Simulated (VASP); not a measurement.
Runs of VASP 6.6.1 on BiSb. The structure is that of space group R3m (No. 160), or close to it. The cells are those of the table. 

```tsv
cell	gap on the mesh (eV)	pressure (GPa)	largest force (eV/Å)
a = 4.769 Å, angles 55.3°, 2 atoms	0.24	(a)	0.14
a = 4.734 Å, angles 56.1°, 2 atoms	0.32	-2.8	0.10
a = 4.805 Å, angles 54.4°, 2 atoms	(b)	-2.5	0.18
a = 4.664 Å, angles 57.9°, 2 atoms	0.47	-3.1	0.04
a = 4.699 Å, angles 57.0°, 2 atoms	0.40	-3.0	0.07
```

Alike in all rows: task single point; level LDA; potentials or basis VASP PAW LDA potentials, release 64 (Sb, Bi_d); no spin polarisation; k mesh 5 × 5 × 5; cutoff (eV) 500; smearing gaussian 0.05 eV.

Task: Estimate the missing entries.

Result: (a) -2.7; (b) 0.15.

Caveats: spin-orbit coupling is left out, which moves the levels of the heavy elements; an odd mesh through Γ misses points on the zone boundary, where band edges can lie; the cell stands under tension (at least some runs).

A k mesh can miss the band edges, and the runs leave out spin-orbit coupling on Bi, Sb.
